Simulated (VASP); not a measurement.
# SiNi: single point with r2SCAN

The system is SiNi.

```
Si Ni
1.0
     4.49678    0.00000    0.00000
     0.00000    4.49678    0.00000
     0.00000    0.00000    4.49678
Si Ni
4 4
Direct
  0.86010 0.86010 0.86010
  0.63990 0.13990 0.36010
  0.36010 0.63990 0.13990
  0.13990 0.36010 0.63990
  0.14700 0.14700 0.14700
  0.35300 0.85300 0.64700
  0.64700 0.35300 0.85300
  0.85300 0.64700 0.35300
```

```json
{
  "Program": "VASP 6.6.1",
  "Task": "single point",
  "Functional": "r2SCAN",
  "Potentials or basis": "VASP PAW PBE potentials, release 64 (Si, Ni)",
  "Cutoff": "520 eV",
  "k mesh": "4 × 4 × 4",
  "Occupations": "gaussian, width 0.1 eV",
  "Spin": "collinear spin, ferromagnetic start",
  "Starting moments": "[0.0, 0.0, 0.0, 0.0, 2.0, 2.0, 2.0, 2.0] μB",
  "Dipole correction": "no",
  "Further INCAR settings": "ALGO = Normal; EDIFF = 1e-06; NBANDS = 42"
}
```

```yaml
Pressure: -3.0 GPa
Largest_force: 1.184 eV/Å
Band_gap_on_the_k_mesh: zero (filled and empty bands overlap)
Net_moment: 0.00 μB per cell
Valence_electrons_inside_the_program's_atomic_spheres: Si 1.58; Ni 9.62
```

Forces in eV/Å, atoms in the order of the input:
```
Si  -0.683 -0.683 -0.683
Si   0.683  0.683 -0.683
Si  -0.683  0.683  0.683
Si   0.683 -0.683  0.683
Ni   0.194  0.194  0.194
Ni  -0.194 -0.194  0.194
Ni   0.194 -0.194 -0.194
Ni  -0.194  0.194 -0.194
```

Levels at points of the mesh, in eV from the Fermi level:
Spin up:
```tsv
k point	band 25	band 26	band 27	band 28	band 29	band 30	band 31	band 32
(0.00, 0.00, 0.00)	-1.83	-1.83	-1.83	0.97	0.97	0.97	1.35	1.35
(0.50, 0.00, 0.00)	-2.15	-2.15	-0.78	-0.78	-0.25	-0.25	3.00	3.00
(0.50, 0.50, 0.00)	-1.68	-1.68	-1.15	-1.15	0.35	0.35	0.87	0.87
(0.50, 0.50, 0.50)	-1.95	-1.95	-1.95	-1.95	4.43	4.43	4.43	4.43
```
Spin down:
```
           k point  band 26  band 27  band 28  band 29  band 30  band 31
(0.00, 0.00, 0.00)    -1.83    -1.83     0.97     0.97     0.97     1.35
(0.50, 0.00, 0.00)    -2.15    -0.78    -0.78    -0.25    -0.25     3.00
(0.50, 0.50, 0.00)    -1.68    -1.15    -1.15     0.35     0.35     0.87
(0.50, 0.50, 0.50)    -1.95    -1.95    -1.95     4.43     4.43     4.43
```

Run time: 5.6 min on 1 thread of Intel Xeon 8259CL, on a shared host, peak memory 0.28 GiB.

Caveat: the PAW data sets were made with another functional, which shifts forces and pressure a little.
